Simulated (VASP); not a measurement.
Sc, 2 atoms in the cell. It takes space group Fd-3m (No. 227, cubic). The conventional cell has a = 6.357 Å, b = 6.357 Å, c = 6.357 Å, α = 90.00°, β = 90.00°, γ = 90.00°. Sc (site symmetry -43m) has 4 Sc at 2.75 Å within 3.6 Å. 

```yaml
Program: VASP 6.6.1
Task: single point
Functional: r2SCAN
Potentials_or_basis: VASP PAW PBE potentials, release 64 (Sc_sv)
Cutoff: 520 eV
k_mesh: 14 × 14 × 14
Occupations: fermi-dirac, width 0.1 eV
Spin: no spin polarisation
Dipole_correction: no
Further_INCAR_settings: ALGO = Normal; EDIFF = 1e-07; NBANDS = 18
```

Potentials or basis: VASP PAW PBE potentials, release 64 (Sc_sv).

Launch:

```bash
$ cat potpaw_PBE.64/Sc_sv/POTCAR > POTCAR
$ cp INCAR.step1 INCAR
$ mpirun -np 1 vasp_std > vasp.out
$ cp INCAR.step2 INCAR
$ mpirun -np 1 vasp_std > vasp.out
```

Hardware: 1 thread of Intel(R) Xeon(R) 6975P-C (Granite Rapids), with other jobs on the host.

Question: Estimate the wall time of this run.

Answer: Run time: 5.1 min on 1 thread of Intel(R) Xeon(R) 6975P-C (Granite Rapids), with other jobs on the host, peak memory 0.27 GiB. Counts: k points 104.
